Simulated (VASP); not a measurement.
# CS2 (Cmce) in VASP: notebook, part 2 of 4

VASP 6.6.1. Earlier steps stand in the parts before.

### 3 Relaxation of cell and atoms, PBE+D3(BJ)

Contents of INCAR:

```
ALGO = Normal ; EDIFF = 1E-7
EDIFFG = -0.01 ; ENCUT = 600
GGA = PE ; IBRION = 2
ISIF = 3 ; ISMEAR = -1
IVDW = 12 ; LASPH = T
LCHARG = F ; LREAL = F
LWAVE = F ; NELM = 100
NSW = 60 ; PREC = Accurate
SIGMA = 0.05
```

Contents of KPOINTS:

```
k-points
0
Gamma
  6 6 3
```

Contents of POSCAR:

```
CS2
1.0
    3.6457880000     -2.9943140000      0.0000000000
    3.6457880000      2.9943140000      0.0000000000
    0.0000000000      0.0000000000      9.8512570000
S C
4 2
Direct
    0.1815210000      0.8184790000      0.8868670000
    0.3184790000      0.6815210000      0.3868670000
    0.6815210000      0.3184790000      0.6131330000
    0.8184790000      0.1815210000      0.1131330000
    0.5000000000      0.5000000000      0.5000000000
    0.0000000000      0.0000000000      0.0000000000
```

Potentials or basis: VASP PAW PBE potentials, release 64 (S, C).

On the command line:

```
$ cat potpaw_PBE.64/S/POTCAR potpaw_PBE.64/C/POTCAR > POTCAR
$ mpirun -np 1 vasp_std > vasp.out
```

OUTCAR:

```text
EDIFF = 1E-7
   EDIFFG = -0.01
   ENCUT = 600
   GGA = PE
   IBRION = 2
   ISIF = 3
   ISMEAR = -1
   IVDW = 12
   LASPH = T
   LREAL = F
   NELM = 100
   NSW = 60
   PREC = Accurate
 IVDW          = 12

 ion  position               nearest neighbor table
   1  0.182  0.818  0.887-   6 1.56
   2  0.318  0.682  0.387-   5 1.56
   3  0.682  0.318  0.613-   5 1.56
   4  0.818  0.182  0.113-   6 1.56
   5  0.500  0.500  0.500-   2 1.56   3 1.56
   6  0.000  0.000  0.000-   1 1.56   4 1.56

  LATTYP: Found a base centered orthorhombic cell.
 ALAT       =     5.9886280000
 B/A-ratio  =     1.2175703684
 C/A-ratio  =     1.6449939786

  Lattice vectors:

 A1 = (  -3.6457880000,  -2.9943140000,   0.0000000000)
 A2 = (   3.6457880000,  -2.9943140000,   0.0000000000)
 A3 = (   0.0000000000,   0.0000000000,   9.8512570000)

Analysis of symmetry for initial positions (statically):
=====================================================================
 Subroutine PRICEL returns:
 Original cell was already a primitive cell.

 Routine SETGRP: Setting up the symmetry group for a
 base centered orthorhombic supercell.

 Subroutine GETGRP returns: Found  8 space group operations
 (whereof  4 operations were pure point group operations)
 out of a pool of  8 trial point group operations.

The static configuration has the point symmetry C_2h.
 The point group associated with its full space group is D_2h.

Analysis of symmetry for dynamics (positions and initial velocities):
=====================================================================
 Subroutine PRICEL returns:
 Original cell was already a primitive cell.

 Routine SETGRP: Setting up the symmetry group for a
 base centered orthorhombic supercell.

 Subroutine GETGRP returns: Found  8 space group operations
 (whereof  4 operations were pure point group operations)
 out of a pool of  8 trial point group operations.

The dynamic configuration has the point symmetry C_2h.
 The point group associated with its full space group is D_2h.

 Subroutine INISYM returns: Found  8 space group operations
 (whereof  4 operations are pure point group operations),
 and found     1 'primitive' translations

[... 126 lines left out ...]
   LORBIT       =      0    0 simple, 1 ext, 2 COOP (PROOUT), +10 PAW based schemes
   GGA     = PE    functional components
   LHFCALC =     F    Hartree Fock is set to
   AEXX    =    0.0000 exact exchange contribution
   IVDW    =    12    specifies the selected vdW correction
   LEPSILON=     F    determine dielectric tensor
   LRPA    =     F    only Hartree local field effects (RPA)
 conjugate gradient relaxation of ions
 non-spin polarized calculation
  energy-cutoff  :      600.00
  volume of cell :      215.09
 maximum number of plane-waves:      7210
 NGX is ok and might be reduce to    40
   NGX = 19   NGY = 19   NGZ = 39

--------------------------------------- Ionic step        1  -------------------------------------------

 number of electron      31.9999998 magnetization

 Free energy of the ion-electron system (eV)
  ---------------------------------------------------
  ext. energy  EPLUGINS =         0.00000000
  ---------------------------------------------------
  free energy    TOTEN  =       -33.38395741 eV

  energy without entropy =      -33.38395741  energy(sigma->0) =      -33.38395741

------------------------ aborting loop because EDIFF is reached ----------------------------------------

 Edisp (eV)   -0.63043

 E8    (eV) :    -0.2046
[... 117 lines left out ...]
  FREE ENERGIE OF THE ION-ELECTRON SYSTEM (eV)
  ---------------------------------------------------
  free  energy   TOTEN  =       -34.0224820675 eV

  energy  without entropy=      -34.0224820674  energy(sigma->0) =      -34.02248207

 E-fermi :  -0.4157     XC(G=0):  -6.6770

 val. band max:       -1.5321851136   @ k =   0.5000   0.5000   0.0000
 cond. band min:       1.8075185232   @ k =  -0.3333   0.3333   0.0000
 fundamental gap:      3.3397036368
 Fermi energy:        -0.4156576960

 k-point     1 :       0.0000    0.0000    0.0000
  band No.  band energies     occupation
      1     -16.5687      2.00000
      2     -16.5096      2.00000
      3     -14.3479      2.00000
      4     -14.2445      2.00000
      5      -7.9345      2.00000
      6      -7.5907      2.00000
[... 541 lines left out ...]
     19       2.3294      0.00000
     20       2.4719      0.00000

 [... further k-points ...]

[... ionic steps 4 to 18 ...]

--------------------------------------- Ionic step       19  -------------------------------------------

 number of electron      32.0000000 magnetization

------------------------ aborting loop because EDIFF is reached ----------------------------------------
[... 83 lines left out ...]
--------------------------------------- Ionic step       21  -------------------------------------------

 number of electron      32.0000000 magnetization

 Free energy of the ion-electron system (eV)
  ---------------------------------------------------
  ext. energy  EPLUGINS =         0.00000000
  ---------------------------------------------------
  free energy    TOTEN  =       -33.21644059 eV

  energy without entropy =      -33.21644059  energy(sigma->0) =      -33.21644059

 E-fermi :   0.9985     XC(G=0):  -7.6655

 val. band max:       -0.0757923128   @ k =   0.5000   0.5000   0.0000
 cond. band min:       2.7547314332   @ k =   0.0000   0.0000   0.0000
 fundamental gap:      2.8305237460
 Fermi energy:         0.9985496965

 k-point     1 :       0.0000    0.0000    0.0000
  band No.  band energies     occupation
      1     -15.3628      2.00000
      2     -15.2245      2.00000
      3     -13.1171      2.00000
      4     -12.8717      2.00000
      5      -6.8424      2.00000
      6      -6.1802      2.00000
[... 580 lines left out ...]
  FREE ENERGIE OF THE ION-ELECTRON SYSTEM (eV)
  ---------------------------------------------------
  free  energy   TOTEN  =       -34.2187429715 eV

  energy  without entropy=      -34.2187429714  energy(sigma->0) =      -34.21874297

 reached required accuracy - stopping structural energy minimisation
```

Wall time 16 min (1 thread of Intel Xeon 6975P-C (Granite Rapids), shared host); peak memory 0.44 GiB.

What came out:

```yaml
Free_energy: -34.2187 eV
Relaxed_volume: 25.40 Å³/atom
Relaxed_cell: a = 4.117 Å, b = 4.117 Å, c = 9.061 Å, α = 90.00°, β = 90.00°, γ = 82.94°
Space_group_after_relaxing_to_0.1_Å: Cmce (No. 64)
Energy_gained_by_relaxing: 34.1 meV/atom
Ionic_steps: 21
Pressure_after_relaxing: 0.0 GPa
Largest_force_after_relaxing: 0.005 eV/Å
Band_gap_on_the_k_mesh: 2.83 eV (least direct gap 2.87 eV)
Dispersion_energy_per_atom: -0.167 eV
```

Forces in eV/Å, atoms in the order of the input:
```
S    0.000 -0.004 -0.003
S    0.000  0.004 -0.003
S    0.000 -0.004  0.003
S    0.000  0.004  0.003
C    0.000  0.000  0.000
C    0.000  0.000  0.000
```

The path:
| step | energy change (eV) | largest force (eV/Å) | pressure (GPa) | volume (Å³) |
| --- | --- | --- | --- | --- |
| 1 | 0.0000 | 0.0169 | -0.62 | 215.09 |
| 2 | -0.0081 | 0.5016 | 0.13 | 210.78 |
| 3 | -0.0081 | 0.4741 | 0.09 | 211.01 |
| 4 | -0.0120 | 0.4737 | 0.09 | 210.08 |
| 5 | -0.0236 | 0.4725 | 0.09 | 207.28 |
| 6 | -0.0465 | 0.4737 | 0.11 | 201.76 |
| 7 | -0.0904 | 0.4915 | 0.20 | 191.00 |
| 8 | -0.1613 | 0.5819 | 0.64 | 170.59 |
| 9 | -0.1025 | 0.9871 | 3.60 | 133.97 |
| 10 | -0.1748 | 0.8539 | 1.58 | 157.63 |
| 11 | -0.1996 | 0.3166 | 0.56 | 155.21 |
| 12 | -0.2037 | 0.0142 | -0.07 | 153.67 |
| 13 | -0.2037 | 0.0067 | -0.04 | 153.74 |
| 14 | -0.2037 | 0.0066 | -0.04 | 153.69 |
| 15 | -0.2038 | 0.0061 | -0.03 | 153.54 |
| 16 | -0.2039 | 0.0052 | -0.02 | 153.23 |
| 17 | -0.2041 | 0.0035 | 0.00 | 152.61 |
| 18 | -0.2040 | 0.0004 | 0.06 | 151.37 |
| 19 | -0.2041 | 0.0025 | 0.02 | 152.14 |
| 20 | -0.2042 | 0.0028 | 0.02 | 152.20 |
| 21 | -0.2044 | 0.0051 | 0.02 | 152.38 |

Final structure:
```
S C
1.0
     3.08466   -2.72606    0.00000
     3.08466    2.72606    0.00000
     0.00000    0.00000    9.06084
S C
4 2
Direct
  0.19830 0.80170 0.87657
  0.30170 0.69830 0.37657
  0.69830 0.30170 0.62343
  0.80170 0.19830 0.12343
  0.50000 0.50000 0.50000
  0.00000 0.00000 0.00000
```

Caveat: the volume moved by over 15 % at a fixed basis, so the end points are rough; an odd mesh through Γ misses points on the zone boundary, where band edges can lie.

(Part 2 of 4 ends here.)
